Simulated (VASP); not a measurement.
Runs of VASP 6.6.1 on Ge. The structure is that of space group P6_3/mmc (No. 194), or close to it. The cells are those of the table. This isn't the form of Ge at room conditions, which is diamond.

| cell | gap on the mesh (eV) | pressure (GPa) | largest force (eV/Å) |
| --- | --- | --- | --- |
| a = 3.222, b = 3.222, c = 4.074 Å, angles 90.0, 90.0, 120.3°, 2 atoms | none | 2.4 | 0.02 |
| a = 2.741, b = 2.741, c = 5.631 Å, angles 90.0, 90.0, 120.3°, 2 atoms | none | 4.1 | - |
| a = 3.075, b = 3.075, c = 4.472 Å, angles 90.0, 90.0, 120.3°, 2 atoms | none | (b) | 0.01 |
| a = 2.815, b = 2.815, c = 5.339 Å, angles 90.0, 90.0, 120.3°, 2 atoms | none | (a) | - |
| a = 3.158, b = 3.158, c = 4.242 Å, angles 90.0, 90.0, 120.3°, 2 atoms | none | 2.0 | 0.01 |

Alike in all rows: task single point; level PBEsol; potentials or basis VASP PAW PBE potentials, release 64 (Ge_d); no spin polarisation; k mesh 20 × 20 × 12; cutoff (eV) 520; smearing gaussian 0.15 eV.

**Question.** Fill in the values left out.

**Answer.** (a) 1.9; (b) 0.9.

Caveats: the PAW data sets were made with another functional, which shifts forces and pressure a little; the stress differs along the axes, from -6 to 9 GPa (at least some runs); the stress differs along the axes, from -4 to 5 GPa (at least some runs).

A k mesh can miss the band edges, and the runs leave out spin-orbit coupling on Ge.

A gap of «none» marks levels without a gap at the run's occupations.
